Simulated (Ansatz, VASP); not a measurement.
ZrC: VASP beside Ansatz

```
Zr C
1.0
     3.26953    0.00000    0.00000
    -1.63477    2.83150    0.00000
     0.00000    0.00000    2.93973
Zr C
1 1
Direct
  0.00000 0.00000 0.00000
  0.66667 0.33333 0.50000
```

Alike in both runs: task single point; functional PBEsol; k mesh 12 × 12 × 12; occupations gaussian, width 0.05 eV; no spin polarisation.

|  | VASP | Ansatz |
| --- | --- | --- |
| version | VASP 6.6.1 | Ansatz 0.2.0 |
| potentials or method | VASP PAW PBE potentials, release 64 (Zr_sv, C), cutoff 520 eV | scalar-relativistic, plane waves, PAW |
| valence electrons in the cell | 16 | 16 |

Ansatz gave:

| Quantity | Value |
| --- | --- |
| gap on the k mesh at the Fermi level (eV) | none |
| pressure (GPa) | -5.3 |
| traceless stress, the component that is largest in VASP (GPa) | -0.31 |

Question: Estimate VASP's values.

Answer: gap on the k mesh at the Fermi level (eV): none; pressure (GPa): -5.0; traceless stress, the component that is largest in VASP (GPa): -0.26.

VASP's potentials were made for PBE, not for PBEsol. A gap of «none» marks a metal or a gap that the smearing closes.
